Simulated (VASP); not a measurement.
Wanted: the native input for a VASP 6.6.1 run.

| Quantity | Value |
| --- | --- |
| Task | single point |
| Functional | PBEsol |
| Potentials or basis | VASP PAW PBE potentials, release 64 (Cd, S) |
| Cutoff | 520 eV |
| k mesh | 6 × 6 × 4 |
| Occupations | gaussian, width 0.02 eV |
| Spin | no spin polarisation |
| Dipole correction | no |
| Further INCAR settings | ALGO = Normal; EDIFF = 1e-06; NBANDS = 26 |

The structure of CdS lies in POSCAR:

```
CdS
1.0
    4.1662911580      0.0000000000      0.0000000000
   -2.0831455790      3.6081139824      0.0000000000
    0.0000000000      0.0000000000      6.6440435575
Cd S
2 2
Direct
    0.3333333333      0.6666666667     -0.0021078129
    0.6666666667      0.3333333333      0.4978921871
    0.3333333333      0.6666666667      0.3791078129
    0.6666666667      0.3333333333      0.8791078129
```

This cell differs from its parent crystal: strained cell.

These files were run (other wordings do the same):

INCAR

```
  PREC = Accurate
  ENCUT = 520
  EDIFF = 1E-6
  ISMEAR = 0
  SIGMA = 0.02
  LREAL = False
  LASPH = True
  NELM = 60
  ALGO = Normal
  ISIF = 2
  LWAVE = False
  LCHARG = False
  GGA = PS
  NBANDS = 26
```

KPOINTS

```
regular mesh
0
Gamma
  6 6 4
```

Potentials or basis: VASP PAW PBE potentials, release 64 (Cd, S).

Command:

```console
$ cat potpaw_PBE.64/Cd/POTCAR potpaw_PBE.64/S/POTCAR > POTCAR
$ mpirun -np 1 vasp_std > vasp.out
```

Results of the run:

```
Pressure               : -0.3 GPa
Band gap on the k mesh : 1.09 eV
```

Caveat: the cell differs from its parent crystal (strained cell); the PAW data sets were made with another functional, which shifts forces and pressure a little.

It took 44 s on 1 thread of Intel(R) Xeon(R) Platinum 8488C (Sapphire Rapids), on a shared host, peak memory 0.23 GiB.
